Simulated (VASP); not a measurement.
Here is a VASP 6.6.1 calculation.

Contents of INCAR:

```
SYSTEM = AlN
PREC = Accurate ; ENCUT = 520
EDIFF = 1E-6 ; ISMEAR = 0
SIGMA = 0.05 ; LREAL = .False.
LASPH = .True. ; NELM = 60
ALGO = Normal ; ISIF = 2
LWAVE = .False. ; LCHARG = .False.
GGA = PE ; NBANDS = 16
```

KPOINTS

```
Automatic mesh
0
Gamma
  9 9 6
  0 0 0
```

File POSCAR:

```
AlN
1.0
    3.3134793407      0.0000000000      0.0000000000
   -1.6567396703      2.8695572839      0.0000000000
    0.0000000000      0.0000000000      4.1875902417
Al N
2 2
Direct
    0.3333333333      0.6666666667      0.7729095315
    0.6666666667      0.3333333333      0.2729095315
    0.3333333333      0.6666666667      0.2058696077
    0.6666666667      0.3333333333      0.7058696077
```

Potentials or basis: VASP PAW PBE potentials, release 64 (Al, N).

Launch:

```sh
$ cat potpaw_PBE.64/Al/POTCAR potpaw_PBE.64/N/POTCAR > POTCAR
$ mpirun -np 1 vasp_std > vasp.out
```

Estimate the band gap on the k mesh.

3.59 eV, direct.

What does it give for the largest force?

1.536 eV/Å.

Predict the pressure.

7.3 GPa.

Forces on the atoms (eV/Å):
```
Al   0.000  0.000 -1.536
Al   0.000  0.000 -1.536
N    0.000  0.000  1.536
N    0.000  0.000  1.536
```

Caveat: the cell differs from its parent crystal (mode 4 frozen in at -0.185 Å and mode 10 at +0.000 Å (largest displacements)); forces of over 1 eV/Å act on the atoms, so gaps and moduli don't describe the material at rest.
